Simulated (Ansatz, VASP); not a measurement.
ScAl3: VASP beside Ansatz

File INCAR:

```
SYSTEM = ScAl3
ALGO = Fast ; EDIFF = 1E-7
ENCUT = 520 ; GGA = PE
ISIF = 2 ; ISMEAR = 0
LASPH = .TRUE. ; LCHARG = .TRUE.
LELF = .TRUE. ; LREAL = .FALSE.
LVHAR = .TRUE. ; LWAVE = .FALSE.
NBANDS = 18 ; NELM = 80
PREC = Accurate ; SIGMA = 0.15
```

Contents of KPOINTS:

```
k-points
0
G
  12 12 12
  0 0 0
```

POSCAR

```
ScAl3
1.0
    3.7769041482      0.0000000000      0.0000000000
    0.0000000000      3.7769041482      0.0000000000
    0.0000000000      0.0000000000      4.2695438197
Sc Al
1 3
Direct
    0.0000000000      0.0000000000      0.0000000000
    0.5000000000      0.0000000000      0.5000000000
    0.0000000000      0.5000000000      0.5000000000
    0.5000000000      0.5000000000      0.0000000000
```

Input for Ansatz:

```yaml
crystal:
  lattice:
    - [3.7769041482, 0.0, 0.0]
    - [0.0, 3.7769041482, 0.0]
    - [0.0, 0.0, 4.2695438197]
  atoms:
    - { symbol: Sc, position: [0.0, 0.0, 0.0] }
    - { symbol: Al, position: [0.5, 0.0, 0.5] }
    - { symbol: Al, position: [0.0, 0.5, 0.5] }
    - { symbol: Al, position: [0.5, 0.5, 0.0] }
basis:
  ecutwfc: 420
kpoints:
  mp_grid: { grid: [12, 12, 12] }
hamiltonian:
  xc: pbe
scf:
  occupations: { method: gaussian, width: 0.15 }
output:
  forces: true
  stress: true
  eigenvalues: true
```

Change from the starting cell: strain -0.080 along x and y, +0.040 along z, atoms carried along.

Alike in both runs: task single point; functional PBE; k mesh 12 × 12 × 12; occupations gaussian, width 0.15 eV; no spin polarisation.

|  | VASP | Ansatz |
| --- | --- | --- |
| version | VASP 6.6.1 | Ansatz 0.2.0 |
| potentials or method | VASP PAW PBE potentials, release 64 (Sc_sv, Al), cutoff 520 eV | scalar-relativistic, plane waves, PAW |
| valence electrons in the cell | 20 | 20 |

Ansatz gave:

| Quantity | Value |
| --- | --- |
| gap on the k mesh at the Fermi level (eV) | none |
| pressure (GPa) | 15.6 |
| traceless stress, the component that is largest in VASP (GPa) | -15.87 |

Task: Estimate VASP's values.

Result: gap on the k mesh at the Fermi level (eV): none; pressure (GPa): 15.7; traceless stress, the component that is largest in VASP (GPa): -15.90.

A gap of «none» marks a metal or a gap that the smearing closes.
